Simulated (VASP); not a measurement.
Runs of VASP 6.6.1 on BN. The structure is that of space group F-43m (No. 216), or close to it. The cells are those of the table. 

```csv
potentials or basis,cell,k mesh,cutoff (eV),smearing,second run,gap on the mesh (eV),pressure (GPa)
"VASP PAW PBE potentials, release 64 (B_h, N_h)","a = 2.527 Å, angles 60.0°, 2 atoms",12 × 12 × 12,910,gaussian 0.02 eV,hard_potentials,5.04,12.0
"VASP PAW PBE potentials, release 64 (B, N)","a = 2.602 Å, angles 60.0°, 2 atoms",12 × 12 × 12,520,gaussian 0.02 eV,-,4.91,(c)
"VASP PAW PBE potentials, release 64 (B, N)","a = 2.578 Å, angles 60.0°, 2 atoms",12 × 12 × 12,520,gaussian 0.02 eV,-,(b),-9.9
"VASP PAW PBE potentials, release 64 (B, N)","a = 2.564 Å, angles 60.0°, 2 atoms",8 × 8 × 8,660,gaussian 0.1 eV,-,(a),-4.0
"VASP PAW PBE potentials, release 64 (B, N)","a = 2.552 Å, angles 60.0°, 2 atoms",12 × 12 × 12,520,gaussian 0.05 eV,-,4.98,1.2
"VASP PAW PBE potentials, release 64 (B_h, N_h)","a = 2.552 Å, angles 60.0°, 2 atoms",12 × 12 × 12,910,gaussian 0.02 eV,hard_potentials,5.00,-0.5
"VASP PAW PBE potentials, release 64 (B_h, N_h)","a = 2.552 Å, angles 60.0°, 2 atoms",10 × 10 × 10,910,gaussian 0.05 eV,hard_potentials,5.00,-0.5
"VASP PAW PBE potentials, release 64 (B, N)","a = 2.552 Å, angles 60.0°, 2 atoms",12 × 12 × 12,520,gaussian 0.02 eV,-,4.98,1.2
```

Alike in all rows: task single point; level r2SCAN; no spin polarisation.

**Question.** Estimate the missing entries.

**Answer.** (a) 4.97; (b) 4.94; (c) -19.6.

Caveats: the PAW data sets were made with another functional, which shifts forces and pressure a little; the cutoff is under 1.25 times the usual one of these potentials, so pressure, stress and relaxed cells hold a basis-set (Pulay) error (some runs).

A k mesh can miss the band edges.
